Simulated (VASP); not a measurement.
# PbS (rocksalt type) (Fm-3m) in VASP: notebook

PbS (rocksalt type) is run at these levels: PBE; tasks: single point, relaxation of cell and atoms.

Program: VASP 6.6.1. These are calculated values, not measurements. Logs are shortened: lines on timing, memory, paths and dates and some standing lists are left out, and cuts for length are marked.

## Step 1: The cell of the first run

It takes space group Fm-3m (No. 225, cubic). Conventional cell: a = 6.008 Å, b = 6.008 Å, c = 6.008 Å, α = 90.00°, β = 90.00°, γ = 90.00°. Within 4.0 Å of Pb (site symmetry m-3m) lie 6 S at 3.00 Å. S (site symmetry m-3m) has 6 Pb at 3.00 Å within 4.0 Å.

## Step 2: Single point, PBE (volume scaled by 1, to set the pressure)

Contents of INCAR:

```
PREC = Accurate
ENCUT = 520
EDIFF = 1E-6
ISMEAR = -1
SIGMA = 0.1
LREAL = F
LASPH = T
NELM = 60
ALGO = Normal
ISIF = 2
LWAVE = F
LCHARG = F
GGA = PE
NBANDS = 17
```

Contents of KPOINTS:

```
regular mesh
0
Gamma
  12 12 12
```

Contents of POSCAR:

```
PbS
1.0
    0.0000000000      3.0042003954      3.0042003954
    3.0042003954      0.0000000000      3.0042003954
    3.0042003954      3.0042003954      0.0000000000
Pb S
1 1
Direct
    0.0000000000      0.0000000000      0.0000000000
    0.5000000000      0.5000000000      0.5000000000
```

Potentials or basis: VASP PAW PBE potentials, release 64 (Pb_d, S).

Command:

```
$ cat potpaw_PBE.64/Pb_d/POTCAR potpaw_PBE.64/S/POTCAR > POTCAR
$ mpirun -np 1 vasp_std > vasp.out
```

OUTCAR:

```text
PREC = Accurate
   ENCUT = 520
   EDIFF = 1E-6
   ISMEAR = -1
   LREAL = F
   LASPH = T
   NELM = 60
   ISIF = 2
   GGA = PE

 ion  position               nearest neighbor table
   1  0.000  0.000  0.000-   2 3.00   2 3.00   2 3.00   2 3.00   2 3.00   2 3.00
   2  0.500  0.500  0.500-   1 3.00   1 3.00   1 3.00   1 3.00   1 3.00   1 3.00

  LATTYP: Found a face centered cubic cell.
 ALAT       =     6.0084007908

  Lattice vectors:

 A1 = (   0.0000000000,   3.0042003954,   3.0042003954)
 A2 = (   3.0042003954,   0.0000000000,   3.0042003954)
 A3 = (   3.0042003954,   3.0042003954,   0.0000000000)

Analysis of symmetry for initial positions (statically):
=====================================================================
 Subroutine PRICEL returns:
 Original cell was already a primitive cell.

 Routine SETGRP: Setting up the symmetry group for a
 face centered cubic supercell.

 Subroutine GETGRP returns: Found 48 space group operations
 (whereof 48 operations were pure point group operations)
 out of a pool of 48 trial point group operations.

The static configuration has the point symmetry O_h .

Analysis of symmetry for dynamics (positions and initial velocities):
=====================================================================
 Subroutine PRICEL returns:
 Original cell was already a primitive cell.

 Routine SETGRP: Setting up the symmetry group for a
 face centered cubic supercell.

 Subroutine GETGRP returns: Found 48 space group operations
 (whereof 48 operations were pure point group operations)
 out of a pool of 48 trial point group operations.

The dynamic configuration has the point symmetry O_h .

 Subroutine INISYM returns: Found 48 space group operations
 (whereof 48 operations are pure point group operations),
 and found     1 'primitive' translations

----------------------------------------------------------------------------------------

                                     Primitive cell

  volume of cell :      54.2271

  direct lattice vectors                    reciprocal lattice vectors
     0.000000000  3.004200395  3.004200395    -0.166433638  0.166433638  0.166433638
     3.004200395  0.000000000  3.004200395     0.166433638 -0.166433638  0.166433638
     3.004200395  3.004200395  0.000000000     0.166433638  0.166433638 -0.166433638

  length of vectors
     4.248580943  4.248580943  4.248580943     0.288271516  0.288271516  0.288271516

  position of ions in fractional coordinates (direct lattice)
     0.000000000  0.000000000  0.000000000
     0.500000000  0.500000000  0.500000000

  ion indices of the primitive-cell ions
   primitive index   ion index
                 1           1
                 2           2

----------------------------------------------------------------------------------------

 KPOINTS: regular mesh

Automatic generation of k-mesh.
 Grid dimensions read from file:
 generate k-points for:   12   12   12

 Generating k-lattice:

  Cartesian coordinates                     Fractional coordinates (reciprocal lattice)
    -0.013869470  0.013869470  0.013869470     0.083333333  0.000000000  0.000000000
     0.013869470 -0.013869470  0.013869470     0.000000000  0.083333333  0.000000000
     0.013869470  0.013869470 -0.013869470     0.000000000  0.000000000  0.083333333

  Length of vectors
     0.024022626  0.024022626  0.024022626

  Shift w.r.t. Gamma in fractional coordinates (k-lattice)
     0.000000000  0.000000000  0.000000000

 Subroutine IBZKPT returns following result:
 ===========================================

 Found     72 irreducible k-points:

 Following reciprocal coordinates:
            Coordinates               Weight
  0.000000  0.000000  0.000000      1.000000
  0.083333  0.000000  0.000000      8.000000
  0.166667  0.000000  0.000000      8.000000
  0.250000  0.000000  0.000000      8.000000
  0.333333  0.000000  0.000000      8.000000
  0.416667  0.000000  0.000000      8.000000
[... 16 lines left out ...]
  0.500000  0.166667  0.000000     24.000000
 -0.416667  0.166667  0.000000     24.000000
 [... further k-points ...]
   k-points           NKPTS =     72   k-points in BZ     NKDIM =     72   number of bands    NBANDS=     17
   number of dos      NEDOS =    301   number of ions     NIONS =      2
   total plane-waves  NPLWV =  32768
   dimension x,y,z NGX =    32 NGY =   32 NGZ =   32
   dimension x,y,z NGXF=    64 NGYF=   64 NGZF=   64
   ions per type =               1   1
   NGX,Y,Z   is equivalent  to a cutoff of  12.52, 12.52, 12.52 a.u.
   NGXF,Y,Z  is equivalent  to a cutoff of  25.04, 25.04, 25.04 a.u.
 SYSTEM =  unknown system
   PREC   = accura    normal or accurate (medium, high low for compatibility)
   ISTART =      0    job   : 0-new  1-cont  2-samecut
   ICHARG =      2    charge: 1-file 2-atom 10-const
   ISPIN  =      1    spin polarized calculation?
   LNONCOLLINEAR =      F non collinear calculations
   LSORBIT =      F    spin-orbit coupling
   LASPH  =      T    aspherical Exc in radial PAW
   ENCUT  =  520.0 eV  38.22 Ry    6.18 a.u.   7.90  7.90  7.90*2*pi/ulx,y,z
   NELM   =     60;   NELMIN=  2; NELMDL= -5     # of ELM steps
   EDIFF  = 0.1E-05   stopping-criterion for ELM
   LREAL  =      F    real-space projection
   EDIFFG = 0.1E-04   stopping-criterion for IOM
   NSW    =      0    number of steps for IOM
   IBRION =     -1    ionic relax: 0-MD 1-quasi-New 2-CG
   NFREE  =      0    steps in history (QN), initial steepest desc. (CG)
   ISIF   =      2    stress and relaxation
   ISYM   =      2    0-nonsym 1-usesym 2-fastsym
   POTIM  = 0.5000    time-step for ionic-motion
   TEBEG  =    0.0;   TEEND  =   0.0 temperature during run
   PSTRESS=    0.0 pullay stress
   NELECT =      20.0000    total number of electrons
   NUPDOWN=      -1.0000    fix difference up-down
   EMIN   =  10.00;   EMAX   =-10.00  energy-range for DOS
   EFERMI =   0.00;   METHOD = LEGACY
   ISMEAR =    -1;   SIGMA  =   0.10  broadening in eV -4-tet -1-fermi 0-gaus
   EFERMI_NEDOS =   21; number of points for ismear=-14 and -15
   IALGO  =     38    algorithm
   IMIX   =      4    mixing-type and parameters
     AMIX     =   0.40;   BMIX     =  1.00
     AMIX_MAG =   1.60;   BMIX_MAG =  1.00
  volume/ion in A,a.u.               =      27.11       182.97
  Fermi-wavevector in a.u.,A,eV,Ry     =   1.174030  2.218595 18.753548  1.378347
  Thomas-Fermi vector in A             =   2.310434
   LORBIT       =      0    0 simple, 1 ext, 2 COOP (PROOUT), +10 PAW based schemes
   GGA     = PE    functional components
   LHFCALC =     F    Hartree Fock is set to
   AEXX    =    0.0000 exact exchange contribution
   IVDW    =     0    specifies the selected vdW correction
   LEPSILON=     F    determine dielectric tensor
   LRPA    =     F    only Hartree local field effects (RPA)
 non-spin polarized calculation
  energy-cutoff  :      520.00
  volume of cell :       54.23
 maximum number of plane-waves:      1477
   NGX = 15   NGY = 15   NGZ = 15

 number of electron      20.0000003 magnetization

 Free energy of the ion-electron system (eV)
  ---------------------------------------------------
  ext. energy  EPLUGINS =         0.00000000
  ---------------------------------------------------
  free energy    TOTEN  =        -8.76954411 eV

  energy without entropy =       -8.76904651  energy(sigma->0) =       -8.76929531

 E-fermi :   5.5446     XC(G=0):  -9.5017

 val. band max:        5.2846521077   @ k =   0.5000   0.0000   0.0000
 cond. band min:       5.7829293815   @ k =   0.5000   0.0000   0.0000
 fundamental gap:      0.4982772738
 Fermi energy:         5.5445629984

 k-point     1 :       0.0000    0.0000    0.0000
  band No.  band energies     occupation
      1     -11.4437      2.00000
      2     -11.4437      2.00000
      3     -11.4437      2.00000
      4     -11.4264      2.00000
      5     -11.4264      2.00000
      6      -7.9327      2.00000
[... 9 lines left out ...]
     16      12.1504      0.00000
     17      14.0899      0.00000

 k-point     2 :       0.0833    0.0000    0.0000
  band No.  band energies     occupation
      1     -11.4434      2.00000
      2     -11.4421      2.00000
      3     -11.4421      2.00000
      4     -11.4271      2.00000
      5     -11.4271      2.00000
      6      -7.8766      2.00000
[... 9 lines left out ...]
     16      12.3225      0.00000
     17      14.6665      0.00000

 k-point     3 :       0.1667    0.0000    0.0000
  band No.  band energies     occupation
      1     -11.4425      2.00000
      2     -11.4406      2.00000
      3     -11.4406      2.00000
      4     -11.4261      2.00000
      5     -11.4261      2.00000
      6      -7.7137      2.00000
[... 9 lines left out ...]
     16      12.7348      0.00000
     17      15.7831      0.00000

 k-point     4 :       0.2500    0.0000    0.0000
  band No.  band energies     occupation
      1     -11.4442      2.00000
      2     -11.4442      2.00000
      3     -11.4416      2.00000
      4     -11.4191      2.00000
      5     -11.4191      2.00000
      6      -7.4624      2.00000
[... 9 lines left out ...]
     16      13.3398      0.00000
     17      17.0434      0.00000

 k-point     5 :       0.3333    0.0000    0.0000
  band No.  band energies     occupation
      1     -11.4497      2.00000
      2     -11.4497      2.00000
      3     -11.4408      2.00000
      4     -11.4101      2.00000
      5     -11.4101      2.00000
      6      -7.1636      2.00000
[... 9 lines left out ...]
     16      14.1180      0.00000
     17      17.3755      0.00000

 k-point     6 :       0.4167    0.0000    0.0000
  band No.  band energies     occupation
      1     -11.4540      2.00000
      2     -11.4540      2.00000
      3     -11.4403      2.00000
      4     -11.4032      2.00000
      5     -11.4032      2.00000
      6      -6.8973      2.00000
[... 9 lines left out ...]
     16      14.9835      0.00000
     17      16.4434      0.00000
[... 281 lines left out ...]
 k-point    21 :       0.3333    0.1667    0.0000
  band No.  band energies     occupation
      1     -11.4671      2.00000
      2     -11.4473      2.00000
      3     -11.4323      2.00000
      4     -11.4194      2.00000
      5     -11.4069      2.00000
      6      -7.1857      2.00000
[... 9 lines left out ...]
     16      14.9842      0.00000
     17      16.6110      0.00000

 k-point    22 :       0.4167    0.1667    0.0000
  band No.  band energies     occupation
      1     -11.4736      2.00000
      2     -11.4423      2.00000
      3     -11.4373      2.00000
      4     -11.4155      2.00000
      5     -11.4007      2.00000
      6      -6.9085      2.00000
[... 9 lines left out ...]
     16      15.6912      0.00000
     17      16.5722      0.00000

 k-point    23 :       0.5000    0.1667    0.0000
  band No.  band energies     occupation
      1     -11.4752      2.00000
      2     -11.4420      2.00000
      3     -11.4369      2.00000
      4     -11.4132      2.00000
      5     -11.3992      2.00000
      6      -6.7034      2.00000
[... 9 lines left out ...]
     16      15.7747      0.00000
     17      16.1526      0.00000

 k-point    24 :      -0.4167    0.1667    0.0000
  band No.  band energies     occupation
      1     -11.4715      2.00000
      2     -11.4449      2.00000
      3     -11.4338      2.00000
      4     -11.4119      2.00000
      5     -11.4030      2.00000
      6      -6.6717      2.00000
[... 9 lines left out ...]
     16      14.9344      0.00000
     17      16.7223      0.00000

 [... further k-points ...]
[... 5 lines left out ...]
  --------------------------------------------------------------------------------------
  -------------------------------------------------------------------------------------
  Total       -0.0189451     -0.0189451     -0.0189451      0.0000000      0.0000000     -0.0000000
  in kB       -0.5597467     -0.5597467     -0.5597467      0.0000000      0.0000000     -0.0000000
  external PRESSURE =      -0.5597467 kB  Pullay stress =       0.0000000 kB

 VOLUME and BASIS-vectors are now :
 -----------------------------------------------------------------------------
  energy-cutoff  :      520.00
  volume of cell :       54.23
      direct lattice vectors                 reciprocal lattice vectors
     0.000000000  3.004200395  3.004200395    -0.166433638  0.166433638  0.166433638
     3.004200395  0.000000000  3.004200395     0.166433638 -0.166433638  0.166433638
     3.004200395  3.004200395  0.000000000     0.166433638  0.166433638 -0.166433638

 POSITION                                       TOTAL-FORCE (eV/Angst)
 -----------------------------------------------------------------------------------
      0.00000      0.00000      0.00000         0.000000      0.000000      0.000000
      3.00420      3.00420      3.00420        -0.000000     -0.000000      0.000000
 -----------------------------------------------------------------------------------
    total drift:                                0.000000     -0.000000     -0.000000

  FREE ENERGIE OF THE ION-ELECTRON SYSTEM (eV)
  ---------------------------------------------------
  free  energy   TOTEN  =        -8.7695441106 eV

  energy  without entropy=       -8.7690465102  energy(sigma->0) =       -8.76929531
```

It took 38 s on 1 thread of Intel Xeon 6975P-C (Granite Rapids), shared host; peak memory 0.21 GiB.

What came out:

```yaml
Free_energy: -8.7695 eV
Pressure: -0.1 GPa
Band_gap_on_the_k_mesh: 0.50 eV, direct
```

Levels at points of the mesh, in eV from the valence-band top:
```
           k point  band 7  band 8  band 9  band 10  band 11  band 12  band 13  band 14
(0.00, 0.00, 0.00)   -6.07   -1.94   -1.94    -1.94     5.14     5.14     5.14     6.87
(0.50, 0.00, 0.00)   -8.59   -1.58   -1.58     0.00     0.50     2.08     2.08     8.65
(0.50, 0.50, 0.00)   -7.11   -4.83   -3.15    -3.15     4.07     5.48     5.58     5.58
```

Caveat: the cell differs from its parent crystal (volume scaled by 1, to set the pressure); spin-orbit coupling is left out, which moves the levels of the heavy elements. A k mesh can miss the band edges.

## Step 3: Single point, PBE

Contents of INCAR:

```
SYSTEM = PbS
  ALGO = Normal
  EDIFF = 1E-6
  ENCUT = 520
  GGA = PE
  ISIF = 2
  ISMEAR = -1
  LASPH = .True.
  LCHARG = .True.
  LELF = .True.
  LREAL = .False.
  LVHAR = .True.
  LWAVE = .False.
  NBANDS = 17
  NELM = 60
  PREC = Accurate
  SIGMA = 0.1
```

Contents of KPOINTS:

```
k-points
0
Gamma
  12 12 12
  0 0 0
```

POSCAR is that of step 2.

Potentials or basis: VASP PAW PBE potentials, release 64 (Pb_d, S).

Command:

```
$ cat potpaw_PBE.64/Pb_d/POTCAR potpaw_PBE.64/S/POTCAR > POTCAR
$ mpirun -np 1 vasp_std > vasp.out
```

Wall time 48 s (1 thread of Intel Xeon 6975P-C (Granite Rapids), shared host); peak memory 0.21 GiB.

The run converged. Its results:

| Item | Value |
| --- | --- |
| Free energy | -8.7695 eV |
| Pressure | -0.1 GPa |
| Band gap on the k mesh | 0.50 eV, direct |

Levels at points of the mesh, in eV from the valence-band top:
```
           k point  band 8  band 9  band 10  band 11  band 12  band 13
(0.00, 0.00, 0.00)   -1.94   -1.94    -1.94     5.14     5.14     5.14
(0.50, 0.00, 0.00)   -1.58   -1.58     0.00     0.50     2.08     2.08
(0.50, 0.50, 0.00)   -4.83   -3.15    -3.15     4.07     5.48     5.58
```

Caveat: spin-orbit coupling is left out, which moves the levels of the heavy elements.

## Step 4: Single point, PBE

Contents of INCAR:

```
SYSTEM = PbS
ALGO     = Normal         ! electronic algorithm
EDIFF    = 1E-6           ! SCF threshold, eV
ENCUT    = 520            ! plane-wave cutoff, eV
GGA      = PE             ! functional
ISIF     = 2              ! what is computed and relaxed
ISMEAR   = -1             ! smearing method
LASPH    = .TRUE.         ! aspherical terms in the spheres
LCHARG   = .FALSE.        ! write CHGCAR
LREAL    = .FALSE.        ! projectors in reciprocal space
LWAVE    = .FALSE.        ! write WAVECAR
NBANDS   = 17             ! bands
NELM     = 60             ! most SCF steps
PREC     = Accurate       ! precision mode
SIGMA    = 0.1            ! smearing width, eV
```

Contents of KPOINTS:

```
k-points
0
G
  13 13 13
  0 0 0
```

POSCAR is that of step 3.

Command:

```
$ cat potpaw_PBE.64/Pb_d/POTCAR potpaw_PBE.64/S/POTCAR > POTCAR
$ mpirun -np 1 vasp_std > vasp.out
```

Run time: 47 s. Hardware: 1 thread of Intel Xeon 6975P-C (Granite Rapids), shared host; peak memory 0.22 GiB.

It converged, with:

```
Free energy : -8.7695 eV
Pressure    : -0.1 GPa
```

Levels at points of the mesh, in eV from the Fermi level:
```
           k point  band 8  band 9  band 10  band 11  band 12  band 13
(0.00, 0.00, 0.00)   -2.21   -2.21    -2.21     4.87     4.87     4.87
```

Caveat: this odd mesh misses L, where the gap lies, so gap, dielectric constants and Born charges aren't listed; spin-orbit coupling is left out, which moves the levels of the heavy elements.

## Step 5: Relaxation of cell and atoms, PBE

This run uses another cell than the first one, of 19.54 Å³/atom, 0.721 times its volume.

Contents of INCAR:

```
ALGO     = Normal         # electronic algorithm
EDIFF    = 1E-6           # SCF threshold, eV
EDIFFG   = -0.005         # ionic threshold
ENCUT    = 600            # plane-wave cutoff, eV
GGA      = PE             # functional
IBRION   = 2              # ionic algorithm
ISIF     = 3              # what is computed and relaxed
ISMEAR   = -1             # smearing method
LASPH    = True           # aspherical terms in the spheres
LCHARG   = False          # write CHGCAR
LREAL    = False          # projectors in reciprocal space
LWAVE    = False          # write WAVECAR
NELM     = 100            # most SCF steps
NSW      = 60             # ionic steps
PREC     = Accurate       # precision mode
SIGMA    = 0.1            # smearing width, eV
```

Contents of KPOINTS:

```
k-points
0
Gamma
  13 13 13
```

Contents of POSCAR:

```
PbS
1.0
    0.0000000000      2.6934405028      2.6934405028
    2.6934405028      0.0000000000      2.6934405028
    2.6934405028      2.6934405028      0.0000000000
Pb S
1 1
Direct
    0.0000000000      0.0000000000      0.0000000000
    0.5000000000      0.5000000000      0.5000000000
```

Command:

```
$ cat potpaw_PBE.64/Pb_d/POTCAR potpaw_PBE.64/S/POTCAR > POTCAR
$ mpirun -np 1 vasp_std > vasp.out
```

Run time: 2.3 min. Hardware: 1 thread of Intel Xeon 6975P-C (Granite Rapids), shared host; peak memory 0.21 GiB.

The run converged. Its results:

- Free energy: -8.7640 eV
- Relaxed volume: 27.09 Å³/atom
- Relaxed cell: a = 4.247 Å, b = 4.247 Å, c = 4.247 Å, α = 60.00°, β = 60.00°, γ = 60.00°
- Space group after relaxing (to 0.05 Å): Fm-3m (No. 225)
- Energy gained by relaxing: 610.9 meV/atom
- Ionic steps: 3
- Pressure after relaxing: 0.0 GPa

Step by step:
```tsv
step	energy change (eV)	largest force (eV/Å)	pressure (GPa)	volume (Å³)
1	0.0000	0.0000	34.32	39.08
2	-0.8436	0.0000	-7.22	67.85
3	-1.2218	0.0000	0.01	54.18
```

Final structure:
```yaml
crystal:
  lattice:
    - [0.00000, 3.00333, 3.00333]
    - [3.00333, 0.00000, 3.00333]
    - [3.00333, 3.00333, 0.00000]
  atoms:
    - { symbol: Pb, position: [0.00000, 0.00000, 0.00000] }
    - { symbol: S, position: [0.50000, 0.50000, 0.50000] }
```

Levels at points of the mesh, in eV from the Fermi level:
```tsv
k point	band 6	band 7	band 8	band 9	band 10	band 11	band 12	band 13	band 14
(0.00, 0.00, 0.00)	-13.49	-6.33	-2.21	-2.21	-2.21	4.87	4.87	4.87	6.60
```

Caveat: this odd mesh misses L, where the gap lies, so gap, dielectric constants and Born charges aren't listed; the volume moved by over 15 % at a fixed basis, so the end points are rough; spin-orbit coupling is left out, which moves the levels of the heavy elements.

## Step 6: Overview

| task | cell | k mesh | cutoff (eV) | pressure (GPa) |
| --- | --- | --- | --- | --- |
| single point | a = 4.249 Å, angles 60.0°, 2 atoms | 12 × 12 × 12 | 520 | -0.1 |
| single point | a = 4.249 Å, angles 60.0°, 2 atoms | 13 × 13 × 13 | 520 | -0.1 |
| relaxation of cell and atoms | relaxed from a = 3.809 Å, angles 60.0°, 2 atoms | 13 × 13 × 13 | 600 | 0.0 |

Alike in all rows: level PBE; potentials or basis VASP PAW PBE potentials, release 64 (Pb_d, S); no spin polarisation; smearing fermi-dirac 0.1 eV.

Caveats: spin-orbit coupling is left out, which moves the levels of the heavy elements; the volume moved by over 15 % at a fixed basis, so the end points are rough (some runs).

Absolute energies hang on the potentials; compare differences alone.
